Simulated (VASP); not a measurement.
# Al3Cu (Pmmm) in VASP: a series of runs

Al3Cu is run at these levels: LDA; tasks: single point.

Program: VASP 6.6.1. These are calculated values, not measurements. Logs are shortened: lines on timing, memory, paths and dates and some standing lists are left out, and cuts for length are marked.

## Step 1: The cell of the first run

The typed cell holds 4 atoms: a = 3.758 Å, b = 4.041 Å, c = 3.765 Å, α = 90.00°, β = 90.00°, γ = 90.00°.

## Step 2: Single point, LDA

File INCAR:

```
ALGO = Fast ; EDIFF = 1E-6
ENCUT = 520 ; GGA = CA
ISIF = 2 ; ISMEAR = 0
LASPH = True ; LCHARG = True
LELF = True ; LREAL = False
LVHAR = True ; LWAVE = False
NBANDS = 18 ; NELM = 100
PREC = Accurate ; SIGMA = 0.15
```

File KPOINTS:

```
k-points
0
Gamma
  10 10 10
```

File POSCAR:

```
Al3Cu
1.0
    3.7583150909      0.0000000000      0.0000000000
    0.0000000000      4.0412632705      0.0000000000
    0.0000000000      0.0000000000      3.7650611306
Al Cu
3 1
Direct
    0.0000000000      0.5000000000      0.5000000000
    0.5000000000      0.0000000000      0.5000000000
    0.5000000000      0.5000000000      0.0000000000
    0.0000000000      0.0000000000      0.0000000000
```

Potentials or basis: VASP PAW LDA potentials, release 64 (Al, Cu).

On the command line:

```sh
$ cat potpaw_LDA.64/Al/POTCAR potpaw_LDA.64/Cu/POTCAR > POTCAR
$ mpirun -np 1 vasp_std > vasp.out
```

OUTCAR:

```text
EDIFF = 1E-6
   ENCUT = 520
   GGA = CA
   ISIF = 2
   ISMEAR = 0
   LASPH = True
   LREAL = False
   NELM = 100
   PREC = Accurate

 ion  position               nearest neighbor table
   1  0.000  0.500  0.500-   3 2.66   3 2.66   3 2.66   3 2.66   2 2.76   2 2.76   2 2.76   2 2.76
                             4 2.76   4 2.76   4 2.76   4 2.76
   2  0.500  0.000  0.500-   4 2.66   4 2.66   4 2.66   4 2.66   1 2.76   1 2.76   1 2.76   1 2.76
                             3 2.76   3 2.76   3 2.76   3 2.76
   3  0.500  0.500  0.000-   1 2.66   1 2.66   1 2.66   1 2.66   4 2.76   4 2.76   4 2.76   4 2.76
                             2 2.76   2 2.76   2 2.76   2 2.76
   4  0.000  0.000  0.000-   2 2.66   2 2.66   2 2.66   2 2.66   3 2.76   3 2.76   3 2.76   3 2.76
                             1 2.76   1 2.76   1 2.76   1 2.76

  LATTYP: Found a simple orthorhombic cell.
 ALAT       =     3.7583150909
 B/A-ratio  =     1.0017949638
 C/A-ratio  =     1.0752859121

  Lattice vectors:

 A1 = (  -3.7583150909,   0.0000000000,   0.0000000000)
 A2 = (   0.0000000000,   0.0000000000,   3.7650611306)
 A3 = (   0.0000000000,   4.0412632705,   0.0000000000)

Analysis of symmetry for initial positions (statically):
=====================================================================
 Subroutine PRICEL returns:
 Original cell was already a primitive cell.

 Routine SETGRP: Setting up the symmetry group for a
 simple orthorhombic supercell.

 Subroutine GETGRP returns: Found  8 space group operations
 (whereof  8 operations were pure point group operations)
 out of a pool of  8 trial point group operations.

The static configuration has the point symmetry D_2h.

Analysis of symmetry for dynamics (positions and initial velocities):
=====================================================================
 Subroutine PRICEL returns:
 Original cell was already a primitive cell.

 Routine SETGRP: Setting up the symmetry group for a
 simple orthorhombic supercell.

 Subroutine GETGRP returns: Found  8 space group operations
 (whereof  8 operations were pure point group operations)
 out of a pool of  8 trial point group operations.

The dynamic configuration has the point symmetry D_2h.

 Subroutine INISYM returns: Found  8 space group operations
 (whereof  8 operations are pure point group operations),
 and found     1 'primitive' translations

----------------------------------------------------------------------------------------

                                     Primitive cell

  volume of cell :      57.1850

  direct lattice vectors                    reciprocal lattice vectors
     3.758315091  0.000000000  0.000000000     0.266076680  0.000000000  0.000000000
     0.000000000  4.041263271  0.000000000     0.000000000  0.247447378  0.000000000
     0.000000000  0.000000000  3.765061131     0.000000000  0.000000000  0.265599937

  length of vectors
     3.758315091  4.041263271  3.765061131     0.266076680  0.247447378  0.265599937

  position of ions in fractional coordinates (direct lattice)
     0.000000000  0.500000000  0.500000000
     0.500000000  0.000000000  0.500000000
     0.500000000  0.500000000  0.000000000
     0.000000000  0.000000000  0.000000000

  ion indices of the primitive-cell ions
   primitive index   ion index
                 1           1
                 2           2
                 3           3
                 4           4

----------------------------------------------------------------------------------------

 KPOINTS: k-points

Automatic generation of k-mesh.
 Grid dimensions read from file:
 generate k-points for:   10   10   10

 Generating k-lattice:

  Cartesian coordinates                     Fractional coordinates (reciprocal lattice)
     0.026607668  0.000000000  0.000000000     0.100000000  0.000000000  0.000000000
     0.000000000  0.024744738  0.000000000     0.000000000  0.100000000  0.000000000
     0.000000000  0.000000000  0.026559994     0.000000000  0.000000000  0.100000000

  Length of vectors
     0.026607668  0.024744738  0.026559994

  Shift w.r.t. Gamma in fractional coordinates (k-lattice)
     0.000000000  0.000000000  0.000000000

 Subroutine IBZKPT returns following result:
 ===========================================

 Found    216 irreducible k-points:

 Following reciprocal coordinates:
            Coordinates               Weight
  0.000000  0.000000  0.000000      1.000000
  0.100000  0.000000  0.000000      2.000000
  0.200000  0.000000  0.000000      2.000000
  0.300000  0.000000  0.000000      2.000000
  0.400000  0.000000  0.000000      2.000000
  0.500000  0.000000  0.000000      1.000000
[... 16 lines left out ...]
  0.400000  0.300000  0.000000      4.000000
  0.500000  0.300000  0.000000      2.000000
 [... further k-points ...]
   k-points           NKPTS =    216   k-points in BZ     NKDIM =    216   number of bands    NBANDS=     18
   number of dos      NEDOS =    301   number of ions     NIONS =      4
   total plane-waves  NPLWV =  23520
   dimension x,y,z NGX =    28 NGY =   30 NGZ =   28
   dimension x,y,z NGXF=    56 NGYF=   60 NGZF=   56
   ions per type =               3   1
   NGX,Y,Z   is equivalent  to a cutoff of  12.39, 12.34, 12.36 a.u.
   NGXF,Y,Z  is equivalent  to a cutoff of  24.77, 24.68, 24.73 a.u.
 SYSTEM =  unknown system
   PREC   = accura    normal or accurate (medium, high low for compatibility)
   ISTART =      0    job   : 0-new  1-cont  2-samecut
   ICHARG =      2    charge: 1-file 2-atom 10-const
   ISPIN  =      1    spin polarized calculation?
   LNONCOLLINEAR =      F non collinear calculations
   LSORBIT =      F    spin-orbit coupling
   LASPH  =      T    aspherical Exc in radial PAW
   ENCUT  =  520.0 eV  38.22 Ry    6.18 a.u.   6.99  7.51  7.00*2*pi/ulx,y,z
   NELM   =    100;   NELMIN=  2; NELMDL= -5     # of ELM steps
   EDIFF  = 0.1E-05   stopping-criterion for ELM
   LREAL  =      F    real-space projection
   EDIFFG = 0.1E-04   stopping-criterion for IOM
   NSW    =      0    number of steps for IOM
   IBRION =     -1    ionic relax: 0-MD 1-quasi-New 2-CG
   NFREE  =      0    steps in history (QN), initial steepest desc. (CG)
   ISIF   =      2    stress and relaxation
   ISYM   =      2    0-nonsym 1-usesym 2-fastsym
   POTIM  = 0.5000    time-step for ionic-motion
   TEBEG  =    0.0;   TEEND  =   0.0 temperature during run
   PSTRESS=    0.0 pullay stress
   NELECT =      20.0000    total number of electrons
   NUPDOWN=      -1.0000    fix difference up-down
   EMIN   =  10.00;   EMAX   =-10.00  energy-range for DOS
   EFERMI =   0.00;   METHOD = LEGACY
   ISMEAR =     0;   SIGMA  =   0.15  broadening in eV -4-tet -1-fermi 0-gaus
   EFERMI_NEDOS =   21; number of points for ismear=-14 and -15
   IALGO  =     68    algorithm
   IMIX   =      4    mixing-type and parameters
     AMIX     =   0.40;   BMIX     =  1.00
     AMIX_MAG =   1.60;   BMIX_MAG =  1.00
  volume/ion in A,a.u.               =      14.30        96.48
  Fermi-wavevector in a.u.,A,eV,Ry     =   1.153429  2.179664 18.101157  1.330397
  Thomas-Fermi vector in A             =   2.290073
   LORBIT       =      0    0 simple, 1 ext, 2 COOP (PROOUT), +10 PAW based schemes
   GGA     = CA    functional components
   LHFCALC =     F    Hartree Fock is set to
   AEXX    =    0.0000 exact exchange contribution
   IVDW    =     0    specifies the selected vdW correction
   LEPSILON=     F    determine dielectric tensor
   LRPA    =     F    only Hartree local field effects (RPA)
 non-spin polarized calculation
 RMM-DIIS sequential band-by-band and
 Gauss-broadening in eV      SIGMA  =   0.15
  energy-cutoff  :      520.00
  volume of cell :       57.19
 maximum number of plane-waves:      1568
 NGX is ok and might be reduce to    28

 number of electron      20.0000002 magnetization

 Free energy of the ion-electron system (eV)
  ---------------------------------------------------
  ext. energy  EPLUGINS =         0.00000000
  ---------------------------------------------------
  free energy    TOTEN  =       -17.33382181 eV

  energy without entropy =      -17.31467130  energy(sigma->0) =      -17.32424655

 E-fermi :   8.5880     XC(G=0): -11.1717

 val. band max:        8.5817650885   @ k =   0.5000   0.0000   0.1000
 cond. band min:       8.5980603260   @ k =   0.3000   0.5000   0.1000
 fundamental gap:      0.0162952376
 Fermi energy:         8.5879836725

 k-point     1 :       0.0000    0.0000    0.0000
  band No.  band energies     occupation
      1      -2.8476      2.00000
      2       3.9731      2.00000
      3       4.1788      2.00000
      4       4.8226      2.00000
      5       4.8415      2.00000
      6       4.8419      2.00000
[... 10 lines left out ...]
     17      15.5413      0.00000
     18      16.2367      0.00000

 k-point     2 :       0.1000    0.0000    0.0000
  band No.  band energies     occupation
      1      -2.7424      2.00000
      2       3.9517      2.00000
      3       4.1056      2.00000
      4       4.7267      2.00000
      5       4.7713      2.00000
      6       4.8456      2.00000
[... 10 lines left out ...]
     17      15.5736      0.00000
     18      15.6280      0.00000

 k-point     3 :       0.2000    0.0000    0.0000
  band No.  band energies     occupation
      1      -2.4280      2.00000
      2       3.3080      2.00000
      3       4.1187      2.00000
      4       4.5535      2.00000
      5       4.6586      2.00000
      6       4.8563      2.00000
[... 10 lines left out ...]
     17      15.5096      0.00000
     18      15.7671      0.00000

 k-point     4 :       0.3000    0.0000    0.0000
  band No.  band energies     occupation
      1      -1.9084      2.00000
      2       2.0903      2.00000
      3       4.2082      2.00000
      4       4.4197      2.00000
      5       4.5466      2.00000
      6       4.8696      2.00000
[... 10 lines left out ...]
     17      16.0209      0.00000
     18      16.0562      0.00000

 k-point     5 :       0.4000    0.0000    0.0000
  band No.  band energies     occupation
      1      -1.1949      2.00000
      2       0.8698      2.00000
      3       4.2836      2.00000
      4       4.3385      2.00000
      5       4.4701      2.00000
      6       4.8804      2.00000
[... 10 lines left out ...]
     17      16.7234      0.00000
     18      17.0637      0.00000

 k-point     6 :       0.5000    0.0000    0.0000
  band No.  band energies     occupation
      1      -0.4770      2.00000
      2      -0.0249      2.00000
      3       4.3114      2.00000
      4       4.3125      2.00000
      5       4.4433      2.00000
      6       4.8845      2.00000
[... 10 lines left out ...]
     17      17.4155      0.00000
     18      17.8145      0.00000

 k-point     7 :       0.0000    0.1000    0.0000
  band No.  band energies     occupation
      1      -2.7569      2.00000
      2       3.6346      2.00000
      3       4.1938      2.00000
      4       4.7991      2.00000
      5       4.8002      2.00000
      6       4.8247      2.00000
[... 10 lines left out ...]
     17      16.3363      0.00000
     18      16.4754      0.00000

 k-point     8 :       0.1000    0.1000    0.0000
  band No.  band energies     occupation
      1      -2.6519      2.00000
      2       3.6755      2.00000
      3       4.0960      2.00000
      4       4.6444      2.00000
      5       4.7648      2.00000
      6       4.8171      2.00000
[... 10 lines left out ...]
     17      15.5644      0.00000
     18      16.4555      0.00000
[... 229 lines left out ...]
     17      16.6518      0.00000
     18      17.4365      0.00000

 k-point    20 :       0.1000    0.3000    0.0000
  band No.  band energies     occupation
      1      -1.9353      2.00000
      2       1.5771      2.00000
      3       4.2201      2.00000
      4       4.5295      2.00000
      5       4.6187      2.00000
      6       4.8044      2.00000
[... 10 lines left out ...]
     17      15.2945      0.00000
     18      16.8412      0.00000

 k-point    21 :       0.2000    0.3000    0.0000
  band No.  band energies     occupation
      1      -1.6265      2.00000
      2       1.8526      2.00000
      3       3.7552      2.00000
      4       4.4364      2.00000
      5       4.6361      2.00000
      6       4.7334      2.00000
[... 10 lines left out ...]
     17      15.6357      0.00000
     18      16.3593      0.00000

 k-point    22 :       0.3000    0.3000    0.0000
  band No.  band energies     occupation
      1      -1.1174      2.00000
      2       2.2876      2.00000
      3       2.7484      2.00000
      4       4.3423      2.00000
      5       4.6001      2.00000
      6       4.7142      2.00000
[... 10 lines left out ...]
     17      15.3624      0.00000
     18      16.1701      0.00000

 k-point    23 :       0.4000    0.3000    0.0000
  band No.  band energies     occupation
      1      -0.4229      2.00000
      2       1.6024      2.00000
      3       2.8541      2.00000
      4       4.1048      2.00000
      5       4.5407      2.00000
      6       4.7361      2.00000
[... 10 lines left out ...]
     17      14.9485      0.00000
     18      15.9012      0.00000

 k-point    24 :       0.5000    0.3000    0.0000
  band No.  band energies     occupation
      1       0.2426      2.00000
      2       0.7774      2.00000
      3       3.2616      2.00000
      4       3.8236      2.00000
      5       4.5176      2.00000
      6       4.7463      2.00000
[... 10 lines left out ...]
     17      15.0586      0.00000
     18      15.4235      0.00000

 [... further k-points ...]

------------------------ aborting loop because EDIFF is reached ----------------------------------------

  FORCE on cell =-STRESS in cart. coord.  units (eV):
  Direction    XX          YY          ZZ          XY          YZ          ZX
  --------------------------------------------------------------------------------------
  -------------------------------------------------------------------------------------
  Total        1.4091982     -1.6113206      1.3566641      0.0000000      0.0000000      0.0000000
  in kB       39.4821060    -45.1450539     38.0102350      0.0000000      0.0000000      0.0000000
  external PRESSURE =      10.7824290 kB  Pullay stress =       0.0000000 kB

 VOLUME and BASIS-vectors are now :
 -----------------------------------------------------------------------------
  energy-cutoff  :      520.00
  volume of cell :       57.19
      direct lattice vectors                 reciprocal lattice vectors
     3.758315091  0.000000000  0.000000000     0.266076680  0.000000000  0.000000000
     0.000000000  4.041263271  0.000000000     0.000000000  0.247447378  0.000000000
     0.000000000  0.000000000  3.765061131     0.000000000  0.000000000  0.265599937

 POSITION                                       TOTAL-FORCE (eV/Angst)
 -----------------------------------------------------------------------------------
      0.00000      2.02063      1.88253         0.000000      0.000000      0.000000
      1.87916      0.00000      1.88253         0.000000      0.000000      0.000000
      1.87916      2.02063      0.00000         0.000000      0.000000      0.000000
      0.00000      0.00000      0.00000         0.000000      0.000000      0.000000
 -----------------------------------------------------------------------------------
    total drift:                               -0.000000     -0.000000     -0.000000

  FREE ENERGIE OF THE ION-ELECTRON SYSTEM (eV)
  ---------------------------------------------------
  free  energy   TOTEN  =       -17.3338218099 eV

  energy  without entropy=      -17.3146712984  energy(sigma->0) =      -17.32424655
```

Run time: 98 s. Hardware: 1 thread of AMD EPYC 9R45 (Zen 5), shared host; peak memory 0.27 GiB.

What came out:

* Free energy: -17.3338 eV
* Pressure: 1.1 GPa
* Band gap on the k mesh: zero (bands 10 and 11 overlap by 3.65 eV)

Stress tensor (GPa, compression positive):
```
 3.95  0.00  0.00
 0.00 -4.51  0.00
 0.00  0.00  3.80
```

Caveat: the cell differs from its parent crystal (strain +e along x and -e along y -0.0367, strain +e along z and -e/2 along x and y -0.0233); the stress differs along the axes, from -5 to 4 GPa.

## Step 3: Single point, LDA

This run uses another cell than the first one, of the same volume but with other edges.

File INCAR:

```
SYSTEM = Al3Cu
PREC     = Accurate       ! precision mode
ENCUT    = 520            ! plane-wave cutoff, eV
EDIFF    = 1E-6           ! SCF threshold, eV
ISMEAR   = 0              ! smearing method
SIGMA    = 0.15           ! smearing width, eV
LREAL    = .False.        ! projectors in reciprocal space
LASPH    = .True.         ! aspherical terms in the spheres
NELM     = 80             ! most SCF steps
ALGO     = Fast           ! electronic algorithm
ISIF     = 2              ! what is computed and relaxed
LWAVE    = .False.        ! write WAVECAR
LCHARG   = .True.         ! write CHGCAR
LELF     = .True.         ! ELF
LVHAR    = .True.       
NBANDS   = 18             ! bands
```

File KPOINTS:

```
regular mesh
0
Gamma
  10 10 10
  0 0 0
```

File POSCAR:

```
Al3Cu
1.0
    3.6684963909      0.0000000000      0.0000000000
    0.0000000000      3.9514445705      0.0000000000
    0.0000000000      0.0000000000      3.9446985308
Al Cu
3 1
Direct
    0.0000000000      0.5000000000      0.5000000000
    0.5000000000      0.0000000000      0.5000000000
    0.5000000000      0.5000000000      0.0000000000
    0.0000000000      0.0000000000      0.0000000000
```

Potentials or basis: VASP PAW LDA potentials, release 64 (Al, Cu).

On the command line:

```sh
$ cat potpaw_LDA.64/Al/POTCAR potpaw_LDA.64/Cu/POTCAR > POTCAR
$ mpirun -np 1 vasp_std > vasp.out
```

Run time: 2 min. Hardware: 1 thread of AMD EPYC 9R45 (Zen 5), shared host; peak memory 0.27 GiB.

It converged, with:

```yaml
Free_energy: -17.3362 eV
Pressure: 0.7 GPa
Band_gap_on_the_k_mesh: zero (bands 10 and 11 overlap by 4.00 eV)
```

Stress tensor (GPa, compression positive):
```
 5.63  0.00  0.00
 0.00 -1.82  0.00
 0.00  0.00 -1.64
```

Levels at points of the mesh, in eV from the Fermi level:
```csv
k point,band 7,band 8,band 9,band 10,band 11,band 12,band 13,band 14
"(0.00, 0.00, 0.00)",-2.87,-2.84,-1.61,-0.83,0.08,1.31,6.06,6.07
"(0.50, 0.00, 0.00)",-3.46,0.02,0.05,0.30,0.32,0.52,1.80,2.02
"(0.00, 0.50, 0.00)",-3.62,-0.21,-0.09,0.47,0.92,0.98,2.18,2.62
"(0.50, 0.50, 0.00)",-3.59,-3.39,-3.23,1.12,2.68,3.06,3.07,3.43
"(0.00, 0.00, 0.50)",-3.62,-0.23,-0.11,0.45,0.93,0.99,2.16,2.63
"(0.50, 0.00, 0.50)",-3.59,-3.39,-3.23,1.11,2.67,3.04,3.05,3.40
"(0.00, 0.50, 0.50)",-3.62,-3.55,-3.20,1.95,3.55,3.56,4.04,4.65
"(0.50, 0.50, 0.50)",-3.97,-3.61,-3.53,-2.51,-2.04,-1.89,-1.88,11.49
```

Caveat: the cell differs from its parent crystal (strain +e along x and -e along y -0.0367, strain +e along z and -e/2 along x and y +0.0233); the stress differs along the axes, from -2 to 6 GPa.
